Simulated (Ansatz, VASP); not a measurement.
Co: VASP beside Ansatz

INCAR

```
SYSTEM = Co
  ALGO = Normal
  EDIFF = 1E-6
  ENCUT = 520
  GGA = PE
  ISIF = 2
  ISMEAR = -1
  ISPIN = 2
  LASPH = .True.
  LCHARG = .False.
  LMAXMIX = 4
  LORBIT = 11
  LREAL = .False.
  LWAVE = .False.
  MAGMOM = 2 2
  NBANDS = 20
  NELM = 150
  PREC = Accurate
  SIGMA = 0.05
```

The input KPOINTS:

```
k-points
0
Gamma
  19 19 10
  0 0 0
```

Contents of POSCAR:

```
Co
1.0
    2.5105760544      0.0000000000      0.0000000000
   -1.2552880272      2.1742226413      0.0000000000
    0.0000000000      0.0000000000      4.0773176236
Co
2
Direct
    0.3333333333      0.6666666667      0.2500000000
    0.6666666667      0.3333333333      0.7500000000
```

Input for Ansatz:

```yaml
crystal:
  lattice:
    - [2.5105760544, 0.0, 0.0]
    - [-1.2552880272, 2.1742226413, 0.0]
    - [0.0, 0.0, 4.0773176236]
  atoms:
    - { symbol: Co, position: [0.3333333333, 0.6666666667, 0.25], spin: 2.0 }
    - { symbol: Co, position: [0.6666666667, 0.3333333333, 0.75], spin: 2.0 }
magnetization:
  spin_polarized: true
kpoints:
  mp_grid: { grid: [19, 19, 10] }
  band_path:
    path:
      - [0.0, 0.0, 0.0]
      - [0.5, 0.0, 0.0]
      - [0.3333333333, 0.3333333333, 0.0]
      - [0.0, 0.0, 0.0]
      - [0.0, 0.0, 0.5]
      - [0.5, 0.0, 0.5]
      - [0.3333333333, 0.3333333333, 0.5]
      - [0.0, 0.0, 0.5]
      - [0.5, 0.0, 0.5]
    npoints: 5
scf:
  occupations: { method: fermi_dirac, width: 0.05 }
hamiltonian:
  xc: pbe
  pseudopotentials: { kind: all_electron, lapw: { basis_error: 0.0005 } }
output:
  forces: true
  stress: true
  eigenvalues: true
```

Change from the starting cell: volume scaled by 0.99.

Alike in both runs: task single point; functional PBE; k mesh 19 × 19 × 10; occupations fermi-dirac, width 0.05 eV; collinear spin.

|  | VASP | Ansatz |
| --- | --- | --- |
| version | VASP 6.6.1 | Ansatz 0.2.0 |
| potentials or method | VASP PAW PBE potentials, release 64 (Co), cutoff 520 eV | all-electron LAPW, scalar-relativistic |

|  | VASP | Ansatz | Ansatz less VASP |
| --- | --- | --- | --- |
| pressure (GPa) | -5.5 | -4.9 | +0.58 |
| traceless stress, the component that is largest in VASP (GPa) | -1.00 | -0.89 | +0.104 |
| net moment per atom (μB) | 1.63 | 1.64 | +0.011 |
| size of the moment on the site where the two differ most (μB) | 1.65 | 1.69 | +0.041 |

Site moments also hang on the region over which each program counts them. Ansatz ran all-electron here, and VASP with PAW potentials.
